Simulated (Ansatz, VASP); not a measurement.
**Two plane-wave programs on BaS**

Contents of POSCAR:

```
BaS
1.0
    0.0000000000      3.5194117709      3.5194117709
    3.5194117709      0.0000000000      3.5194117709
    3.5194117709      3.5194117709      0.0000000000
Ba S
1 1
Direct
    0.0000000000      0.0000000000      0.0000000000
    0.2500000000      0.2500000000      0.2500000000
```

INCAR.step1

```
SYSTEM = BaS
PREC = Accurate ; ENCUT = 520
EDIFF = 1E-5 ; ISMEAR = 0
SIGMA = 0.01 ; LREAL = .False.
LASPH = .True. ; NELM = 60
ALGO = Normal ; ISIF = 2
LWAVE = .True. ; LCHARG = .False.
GGA = PE ; NBANDS = 15
```

File INCAR.step2:

```
SYSTEM = BaS
PREC = Accurate ; ENCUT = 520
EDIFF = 1E-6 ; ISMEAR = 0
SIGMA = 0.01 ; LREAL = .False.
LASPH = .True. ; NELM = 60
ALGO = Normal ; ISIF = 2
LWAVE = .False. ; LCHARG = .False.
GGA = PE ; LHFCALC = .True.
AEXX = 0.05 ; PRECFOCK = Normal
ISTART = 1 ; NBANDS = 15
```

KPOINTS

```
Automatic mesh
0
Gamma
  4 4 4
  0 0 0
```

Input for Ansatz:

```yaml
crystal:
  lattice:
    - [0.0, 3.5194117709, 3.5194117709]
    - [3.5194117709, 0.0, 3.5194117709]
    - [3.5194117709, 3.5194117709, 0.0]
  atoms:
    - { symbol: Ba, position: [0.0, 0.0, 0.0] }
    - { symbol: S, position: [0.25, 0.25, 0.25] }
kpoints:
  mp_grid: { grid: [4, 4, 4] }
hamiltonian:
  xc: { exchange: pbe, correlation: pbe, exx: { coeff: 0.05 } }
scf:
  occupations: { method: fixed }
  n_extra_bands: 4
output:
  forces: true
  stress: true
  eigenvalues: true
```

Alike in both runs: task single point; functional PBE-based global hybrid; k mesh 4 × 4 × 4; no spin polarisation.

|  | VASP | Ansatz |
| --- | --- | --- |
| version | VASP 6.6.1 | Ansatz 0.2.0 |
| potentials or method | VASP PAW PBE potentials, release 64 (Ba_sv, S) | plane waves |
| plane-wave cutoff (eV) | 520 | 420 |
| occupations | gaussian, width 0.01 eV | fixed |
| valence electrons in the cell | 16 | 16 |

```tsv
	VASP	Ansatz	Ansatz less VASP
gap on the k mesh at the Fermi level (eV)	3.07	3.06	-0.016
pressure (GPa)	0.3	-0.1	-0.40
```

VASP's potentials were made for PBE, not for PBE-based global hybrid. Ansatz's warnings: stress exchange threshold loose, stress scf threshold loose.

Spin-orbit coupling is off throughout.
